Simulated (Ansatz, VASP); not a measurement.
**One calculation of Si, two programs**

```
Si
1.0
     3.57754    0.00000    0.00000
    -1.78877    3.09824    0.00000
     0.00000    0.00000    7.10141
Si
4
Direct
  0.33333 0.66667 0.05827
  0.66667 0.33333 0.55827
  0.33333 0.66667 0.44173
  0.66667 0.33333 0.94173
```

Alike in both runs: task single point; functional LDA; k mesh 12 × 12 × 6; occupations gaussian, width 0.03 eV; no spin polarisation.

|  | VASP | Ansatz |
| --- | --- | --- |
| version | VASP 6.6.1 | Ansatz 0.2.0 |
| potentials or method | VASP PAW LDA potentials, release 64 (Si), cutoff 520 eV | scalar-relativistic, plane waves, PAW |
| valence electrons in the cell | 16 | 16 |

VASP gave:

| Quantity | Value |
| --- | --- |
| gap on the k mesh at the Fermi level (eV) | none |
| pressure (GPa) | 6.0 |
| traceless stress, the component that is largest in VASP (GPa) | -21.09 |
| rms of the force components (eV/Å) | 0.963 |

Q: Which values does Ansatz return?

A: gap on the k mesh at the Fermi level (eV): none; pressure (GPa): 5.9; traceless stress, the component that is largest in VASP (GPa): -20.95; rms of the force components (eV/Å): 0.963.

Ansatz warns that its potentials were made for another functional, while VASP's fit it. LDA's correlation is that of Perdew and Zunger in VASP and of Perdew and Wang (1992) in Ansatz. Atom by atom the forces differ by 0.001 eV/Å (rms over components). A gap of «none» marks a metal or a gap that the smearing closes.
